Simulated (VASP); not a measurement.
Write the native input for VASP 6.6.1 that does the following.

| Item | Value |
| --- | --- |
| Task | single point |
| Functional | PBE |
| Dispersion | D3(BJ) |
| Potentials or basis | VASP PAW PBE potentials, release 64 (O, H, N) |
| Cutoff | 520 eV |
| k mesh | 1 × 1 × 1 |
| Occupations | fermi-dirac, width 0.05 eV |
| Spin | no spin polarisation |
| Dipole correction | no |
| Further INCAR settings | LREAL = Auto; ALGO = Normal; EDIFF = 1e-07; NBANDS = 45 |

The structure of H15NO6 lies in POSCAR:

```
H15NO6
1.0
    6.0276500000      0.0000000000      0.0000000000
    0.0000000000      6.0276500000      0.0000000000
    0.0000000000      0.0000000000      6.0276500000
O H N
6 15 1
Direct
    0.2141796554      0.8629233615      0.3411113784
    0.1975230811      0.2970809519      0.8588421690
    0.3385730757      0.7570446194      0.7488822344
    0.5681650394      0.4746791867      0.2453194860
    0.7701840684      0.2415203272     -0.0284853965
    0.8588255788      0.8403772615      0.1059948736
    0.3360679535      0.9567244283      0.2960357685
    0.0967209443      0.8908281005      0.2201853127
    0.2856502949      0.4404369862      0.8423680871
    0.2067472398      0.2339054192      0.7081034898
    0.4946206233      0.7626521115      0.7066601412
    0.2585750666      0.8052889600      0.6222491352
    0.6750889650      0.5997528058      0.2248803431
    0.4290395096      0.5519564009      0.2286960922
    0.6894560899      0.3202906605      0.0877954095
    0.9351239704      0.2900301112     -0.0414755336
    0.8251972162      0.9979842891      0.0620971689
    0.8993554702      0.7583552462     -0.0321186532
    0.7739500469      0.1377153617      0.6879297902
    0.9028394150      0.0010120030      0.4813152721
    0.6465372077      0.0846930396      0.4506565577
    0.7560657968      0.0253000755      0.5606496728
```

The input as run:

INCAR

```
PREC = Accurate
ENCUT = 520
EDIFF = 1E-7
ISMEAR = -1
SIGMA = 0.05
LREAL = Auto
LASPH = True
NELM = 100
ALGO = Normal
ISIF = 2
LWAVE = False
LCHARG = False
GGA = PE
IVDW = 12
NBANDS = 45
```

KPOINTS

```
regular mesh
0
Gamma
  1 1 1
```

Potentials or basis: VASP PAW PBE potentials, release 64 (O, H, N).

Command:

```console
$ cat potpaw_PBE.64/O/POTCAR potpaw_PBE.64/H/POTCAR potpaw_PBE.64/N/POTCAR > POTCAR
$ mpirun -np 1 vasp_gam > vasp.out
```

It gave:

```json
{"Pressure": "0.6 GPa", "Largest force": "2.657 eV/Å", "Band gap on the k mesh": "3.59 eV", "Dispersion energy per atom": "-0.034 eV"}
```

Caveat: the k points lie up to 1.04 Å⁻¹ apart.

It took 17 s on 1 thread of Intel(R) Xeon(R) 6975P-C (Granite Rapids) (shared host), peak memory 0.31 GiB.
